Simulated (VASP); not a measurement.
# Fe (P6_3/mmc) in VASP: a series of runs, part 2 of 2

VASP 6.6.1. The steps go on from the part before.

## 4. Single point, PBEsol, collinear spin, ferromagnetic start

File INCAR:

```
SYSTEM = Fe
ALGO = Normal ; EDIFF = 1E-6
ENCUT = 520 ; GGA = PS
ISIF = 2 ; ISMEAR = -1
ISPIN = 2 ; LASPH = .TRUE.
LCHARG = .TRUE. ; LELF = .TRUE.
LMAXMIX = 4 ; LORBIT = 11
LREAL = .FALSE. ; LVHAR = .TRUE.
LWAVE = .FALSE. ; MAGMOM = 1.84 1.84
NBANDS = 19 ; NELM = 150
NUPDOWN = 3.4 ; PREC = Accurate
SIGMA = 0.1
```

File KPOINTS:

```
k-points
0
G
  16 16 9
  0 0 0
```

File POSCAR:

```
Fe
1.0
    2.3470000000      0.0000000000      0.0000000000
   -1.1735000000      2.0325616200      0.0000000000
    0.0000000000      0.0000000000      3.7970000000
Fe
2
Direct
    0.3333333333      0.6666666667      0.2500000000
    0.6666666667      0.3333333333      0.7500000000
```

Potentials or basis: VASP PAW PBE potentials, release 64 (Fe).

The run is started by

```console
> cat potpaw_PBE.64/Fe/POTCAR > POTCAR
> mpirun -np 1 vasp_std > vasp.out
```

OUTCAR:

```text
SYSTEM = Fe
   EDIFF = 1E-6
   ENCUT = 520
   GGA = PS
   ISIF = 2
   ISMEAR = -1
   ISPIN = 2
   LASPH = .TRUE.
   LORBIT = 11
   LREAL = .FALSE.
   NELM = 150
   NUPDOWN = 3.4
   PREC = Accurate

 ion  position               nearest neighbor table
   1  0.333  0.667  0.250-   2 2.33   2 2.33   2 2.33   2 2.33   2 2.33   2 2.33
   2  0.667  0.333  0.750-   1 2.33   1 2.33   1 2.33   1 2.33   1 2.33   1 2.33

  LATTYP: Found a hexagonal cell.
 ALAT       =     2.3470000000
 C/A-ratio  =     1.6178099702

  Lattice vectors:

 A1 = (   2.3470000000,   0.0000000000,   0.0000000000)
 A2 = (  -1.1735000000,   2.0325616200,   0.0000000000)
 A3 = (   0.0000000000,   0.0000000000,   3.7970000000)

Analysis of symmetry for initial positions (statically):
=====================================================================
 Subroutine PRICEL returns:
 Original cell was already a primitive cell.

 Routine SETGRP: Setting up the symmetry group for a
 hexagonal supercell.

 Subroutine GETGRP returns: Found 24 space group operations
 (whereof 12 operations were pure point group operations)
 out of a pool of 24 trial point group operations.

The static configuration has the point symmetry D_3d.
 The point group associated with its full space group is D_6h.

Analysis of symmetry for dynamics (positions and initial velocities):
=====================================================================
 Subroutine PRICEL returns:
 Original cell was already a primitive cell.

 Routine SETGRP: Setting up the symmetry group for a
 hexagonal supercell.

 Subroutine GETGRP returns: Found 24 space group operations
 (whereof 12 operations were pure point group operations)
 out of a pool of 24 trial point group operations.

The dynamic configuration has the point symmetry D_3d.
 The point group associated with its full space group is D_6h.

Analysis of structural, dynamic, and magnetic symmetry:
=====================================================================
 Subroutine PRICEL returns:
 Original cell was already a primitive cell.

 Routine SETGRP: Setting up the symmetry group for a
 hexagonal supercell.

 Subroutine GETGRP returns: Found 24 space group operations
 (whereof 12 operations were pure point group operations)
 out of a pool of 24 trial point group operations.

The overall configuration has the point symmetry D_3d.
 The point group associated with its full space group is D_6h.

 Subroutine INISYM returns: Found 24 space group operations
 (whereof 12 operations are pure point group operations),
 and found     1 'primitive' translations

----------------------------------------------------------------------------------------

                                     Primitive cell

  volume of cell :      18.1133

  direct lattice vectors                    reciprocal lattice vectors
     2.347000000  0.000000000  0.000000000     0.426075841  0.245995002  0.000000000
    -1.173500000  2.032561620  0.000000000     0.000000000  0.491990004  0.000000000
     0.000000000  0.000000000  3.797000000     0.000000000  0.000000000  0.263365815

  length of vectors
     2.347000000  2.346999998  3.797000000     0.491990004  0.491990004  0.263365815

  position of ions in fractional coordinates (direct lattice)
     0.333333333  0.666666667  0.250000000
     0.666666667  0.333333333  0.750000000

  ion indices of the primitive-cell ions
   primitive index   ion index
                 1           1
[... 68 lines left out ...]
   LNONCOLLINEAR =      F non collinear calculations
   LSORBIT =      F    spin-orbit coupling
   LASPH  =      T    aspherical Exc in radial PAW
   ENCUT  =  520.0 eV  38.22 Ry    6.18 a.u.   4.36  4.36  7.06*2*pi/ulx,y,z
   NELM   =    150;   NELMIN=  2; NELMDL= -5     # of ELM steps
   EDIFF  = 0.1E-05   stopping-criterion for ELM
   LREAL  =      F    real-space projection
   EDIFFG = 0.1E-04   stopping-criterion for IOM
   NSW    =      0    number of steps for IOM
   IBRION =     -1    ionic relax: 0-MD 1-quasi-New 2-CG
   NFREE  =      0    steps in history (QN), initial steepest desc. (CG)
   ISIF   =      2    stress and relaxation
   ISYM   =      2    0-nonsym 1-usesym 2-fastsym
   POTIM  = 0.5000    time-step for ionic-motion
   TEBEG  =    0.0;   TEEND  =   0.0 temperature during run
   PSTRESS=    0.0 pullay stress
   NELECT =      16.0000    total number of electrons
   NUPDOWN=       3.4000    fix difference up-down
   EMIN   =  10.00;   EMAX   =-10.00  energy-range for DOS
   EFERMI =   0.00;   METHOD = LEGACY
   ISMEAR =    -1;   SIGMA  =   0.10  broadening in eV -4-tet -1-fermi 0-gaus
   EFERMI_NEDOS =   21; number of points for ismear=-14 and -15
   IALGO  =     38    algorithm
   IMIX   =      4    mixing-type and parameters
     AMIX     =   0.40;   BMIX     =  1.00
     AMIX_MAG =   1.60;   BMIX_MAG =  1.00
  volume/ion in A,a.u.               =       9.06        61.12
  Fermi-wavevector in a.u.,A,eV,Ry     =   1.570781  2.968346 33.570383  2.467354
  Thomas-Fermi vector in A             =   2.672463
   LORBIT       =     11    0 simple, 1 ext, 2 COOP (PROOUT), +10 PAW based schemes
   GGA     = PS    functional components
   LHFCALC =     F    Hartree Fock is set to
   AEXX    =    0.0000 exact exchange contribution
   IVDW    =     0    specifies the selected vdW correction
   LEPSILON=     F    determine dielectric tensor
   LRPA    =     F    only Hartree local field effects (RPA)
 spin polarized calculation
  energy-cutoff  :      520.00
  volume of cell :       18.11
 maximum number of plane-waves:       513
 NGX is ok and might be reduce to    18
   NGX =  9   NGY =  9   NGZ = 15

 number of electron      15.9999993 magnetization       3.3999986

 Free energy of the ion-electron system (eV)
  ---------------------------------------------------
  ext. energy  EPLUGINS =         0.00000000
  ---------------------------------------------------
  free energy    TOTEN  =       -16.93159713 eV

  energy without entropy =      -16.79072426  energy(sigma->0) =      -16.86116070

 E-fermi :   7.8876     XC(G=0): -14.6160

 val. band max:        8.6198047748   @ k =   0.2500   0.1875   0.4444
 cond. band min:       7.8912860815   @ k =   0.2500   0.0625   0.0000
 fundamental gap:     -0.7285186932
 Fermi energy:         8.6222714010

 spin component 1

 k-point     1 :       0.0000    0.0000    0.0000
  band No.  band energies     occupation
      1      -1.6474      1.00000
      2       2.1353      1.00000
      3       5.6872      1.00000
      4       5.6872      1.00000
      5       5.7413      1.00000
      6       6.1938      1.00000
[... 517 lines left out ...]
     18      30.4652      0.00000
     19      32.5957      0.00000

 [... further k-points ...]

 spin component 2

 k-point     1 :       0.0000    0.0000    0.0000
  band No.  band energies     occupation
      1      -1.2771      1.00000
      2       3.1122      1.00000
      3       7.2254      0.99867
      4       7.2734      0.99786
      5       7.2734      0.99786
      6       7.8364      0.62543
[... 517 lines left out ...]
     18      31.1540      0.00000
     19      33.2177      0.00000

 [... further k-points ...]

------------------------ aborting loop because EDIFF is reached ----------------------------------------

  FORCE on cell =-STRESS in cart. coord.  units (eV):
  Direction    XX          YY          ZZ          XY          YZ          ZX
  --------------------------------------------------------------------------------------
  -------------------------------------------------------------------------------------
  Total        6.3628336      6.3628336      8.0742880      0.0000000      0.0000000      0.0000000
  in kB      562.8125080    562.8125065    714.1959978      0.0000000      0.0000000      0.0000000
  external PRESSURE =     613.2736708 kB  Pullay stress =       0.0000000 kB

 VOLUME and BASIS-vectors are now :
 -----------------------------------------------------------------------------
  energy-cutoff  :      520.00
  volume of cell :       18.11
      direct lattice vectors                 reciprocal lattice vectors
     2.347000000  0.000000000  0.000000000     0.426075841  0.245995002  0.000000000
    -1.173500000  2.032561620  0.000000000     0.000000000  0.491990004  0.000000000
     0.000000000  0.000000000  3.797000000     0.000000000  0.000000000  0.263365815

 POSITION                                       TOTAL-FORCE (eV/Angst)
 -----------------------------------------------------------------------------------
     -0.00000      1.35504      0.94925         0.000000      0.000000      0.000000
      1.17350      0.67752      2.84775        -0.000000      0.000000      0.000000
 -----------------------------------------------------------------------------------
    total drift:                                0.000000     -0.000000     -0.000000

  FREE ENERGIE OF THE ION-ELECTRON SYSTEM (eV)
  ---------------------------------------------------
  free  energy   TOTEN  =       -16.9315971340 eV

  energy  without entropy=      -16.7907242628  energy(sigma->0) =      -16.86116070

 total charge

# of ion       s       p       d       tot
------------------------------------------
    1        0.611   0.762   6.494   7.866
    2        0.611   0.762   6.494   7.866
--------------------------------------------------
tot          1.222   1.523  12.988  15.733

 magnetization (x)

# of ion       s       p       d       tot
------------------------------------------
    1       -0.011   0.004   1.668   1.660
    2       -0.011   0.004   1.668   1.660
--------------------------------------------------
tot         -0.022   0.007   3.335   3.320
```

OSZICAR:

```text
N       E                     dE             d eps       ncg     rms          rms(c)
DAV:   1     0.753542809778E+02    0.75354E+02   -0.69698E+03 12352   0.113E+03
DAV:   2    -0.157020060140E+02   -0.91056E+02   -0.82432E+02 11508   0.210E+02
DAV:   3    -0.192558294949E+02   -0.35538E+01   -0.34178E+01 12562   0.516E+01
DAV:   4    -0.192821789768E+02   -0.26349E-01   -0.26334E-01 12624   0.424E+00
DAV:   5    -0.192824257744E+02   -0.24680E-03   -0.24679E-03 12804   0.383E-01    0.224E+01
DAV:   6    -0.170755542971E+02    0.22069E+01   -0.49735E+00 12349   0.492E+01    0.462E+00
DAV:   7    -0.169746165921E+02    0.10094E+00   -0.32562E-01 13593   0.935E+00    0.396E+00
DAV:   8    -0.169495466840E+02    0.25070E-01   -0.45943E-03 14803   0.732E-01    0.202E+00
DAV:   9    -0.169318326939E+02    0.17714E-01   -0.22200E-03 17766   0.521E-01    0.285E-01
DAV:  10    -0.169315672531E+02    0.26544E-03   -0.26110E-04 12575   0.150E-01    0.524E-02
DAV:  11    -0.169315952645E+02   -0.28011E-04   -0.28799E-05 12544   0.528E-02    0.336E-02
DAV:  12    -0.169315975741E+02   -0.23096E-05   -0.28654E-06 12317   0.162E-02    0.312E-03
DAV:  13    -0.169315971340E+02    0.44015E-06   -0.15197E-07  6660   0.391E-03
   1 F= -.16931597E+02 E0= -.16861161E+02  d E =-.140873E+00  mag=     3.4000
```

Wall time 2.3 min (1 thread of AMD EPYC 7R13, shared host); peak memory 0.16 GiB.

What came out:

```
Free energy                                           : -16.9316 eV
Pressure                                              : 61.3 GPa
Net moment                                            : 3.40 μB per cell
Site moments                                          : Fe +1.66 μB
Valence electrons inside the program's atomic spheres : Fe 7.87
```

Stress tensor (GPa, compression positive):
```
56.28  0.00  0.00
 0.00 56.28  0.00
 0.00  0.00 71.42
```

Caveat: the cell stands under pressure; the PAW data sets were made with another functional, which shifts forces and pressure a little; the total moment is fixed, so each spin has its own Fermi level.

## 5. Overview

```tsv
spin	fixed moment (μB)	pressure (GPa)	moment (μB)
collinear, zero start	0.0	31.1	0.00
collinear, ferromagnetic start	1.7	39.4	1.70
collinear, ferromagnetic start	3.4	61.3	3.40
```

Alike in all rows: task single point; level PBEsol; potentials or basis VASP PAW PBE potentials, release 64 (Fe); cell as given; k mesh 16 × 16 × 9; cutoff (eV) 520; smearing fermi-dirac 0.1 eV.

Caveats: the cell stands under pressure; the PAW data sets were made with another functional, which shifts forces and pressure a little; the total moment is fixed, so each spin has its own Fermi level.

Total energies depend on the potentials used, so only differences within one code and one set of settings carry meaning.
